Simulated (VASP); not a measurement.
Set up this calculation in VASP 6.6.1, as the native input.

* Task: single point
* Functional: PBEsol
* Potentials or basis: VASP PAW PBE potentials, release 64 (Cu, O)
* Cutoff: 520 eV
* k mesh: 6 × 6 × 4
* Occupations: gaussian, width 0.1 eV
* Spin: no spin polarisation
* Dipole correction: no
* Further INCAR settings: ALGO = Normal; EDIFF = 1e-07; NBANDS = 25

The structure of CuO lies in POSCAR:

```
CuO
1.0
    2.0443624084     -2.0423065835      0.1596126006
    2.0443624084      2.0423065835      0.1596126006
   -0.3973202511      0.0000000000      5.0764976935
Cu O
2 2
Direct
    0.0000000000      0.5000000000      0.0000000000
    0.5000000000      0.0000000000      0.5000000000
    0.5000411508      0.4999588492      0.2500000000
    0.4999588492      0.5000411508      0.7500000000
```

The input as run:

INCAR

```
SYSTEM = CuO
ALGO = Normal
EDIFF = 1E-7
ENCUT = 520
GGA = PS
ISIF = 2
ISMEAR = 0
LASPH = .TRUE.
LCHARG = .TRUE.
LELF = .TRUE.
LREAL = .FALSE.
LVHAR = .TRUE.
LWAVE = .FALSE.
NBANDS = 25
NELM = 100
PREC = Accurate
SIGMA = 0.1
```

KPOINTS

```
k-points
0
G
  6 6 4
  0 0 0
```

Potentials or basis: VASP PAW PBE potentials, release 64 (Cu, O).

Command:

```sh
$ cat potpaw_PBE.64/Cu/POTCAR potpaw_PBE.64/O/POTCAR > POTCAR
$ mpirun -np 1 vasp_std > vasp.out
```

It gave:

| Property | Result |
| --- | --- |
| Pressure | 0.7 GPa |
| Band gap on the k mesh | zero (bands 17 and 18 overlap by 1.21 eV) |

Caveat: the k points lie up to 0.36 Å⁻¹ apart, too coarse for converged energies and pressures of a metal; the PAW data sets were made with another functional, which shifts forces and pressure a little; semilocal functionals often make such compounds metallic where correlation or magnetic order opens a gap, which also shifts bond lengths.

Wall time 29 s on 1 thread of Intel(R) Xeon(R) Platinum 8488C (Sapphire Rapids), with other jobs on the host, peak memory 0.15 GiB.
